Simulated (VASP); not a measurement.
The system is HfO2.

```
Hf O
1.0
     0.00000    2.55750    2.55750
     2.55750    0.00000    2.55750
     2.55750    2.55750    0.00000
Hf O
1 2
Direct
  0.00000 0.00000 0.00000
  0.25000 0.25000 0.25000
  0.75000 0.75000 0.75000
```

* Program: VASP 6.6.1
* Task: relaxation of cell and atoms
* Functional: PBEsol
* Potentials or basis: VASP PAW PBE potentials, release 64 (Hf_pv, O)
* Cutoff: 600 eV
* k mesh: 8 × 8 × 8
* Occupations: gaussian, width 0.01 eV
* Spin: no spin polarisation

At the start: pressure -13.7 GPa; volume 11.15 Å³/atom.

How do energy, volume and symmetry change on relaxing?

Over 4 steps the energy falls by 28.0 meV/atom and the volume is 10.53 Å³/atom (-5.5 %); space group Fm-3m (No. 225, to 0.05 Å).

The path:
```
step  energy change (eV)  largest force (eV/Å)  pressure (GPa)  volume (Å³)
   1              0.0000                0.0000          -13.75        33.46
   2              0.1213                0.0000           27.65        29.03
   3             -0.0839                0.0000           -0.36        31.64
   4             -0.0839                0.0000           -0.03        31.60
```

Final structure:
```
Hf O
1.0
     0.00000    2.50933    2.50933
     2.50933    0.00000    2.50933
     2.50933    2.50933    0.00000
Hf O
1 2
Direct
  0.00000 0.00000 0.00000
  0.25000 0.25000 0.25000
  0.75000 0.75000 0.75000
```

Caveat: the PAW data sets were made with another functional, which shifts forces and pressure a little.
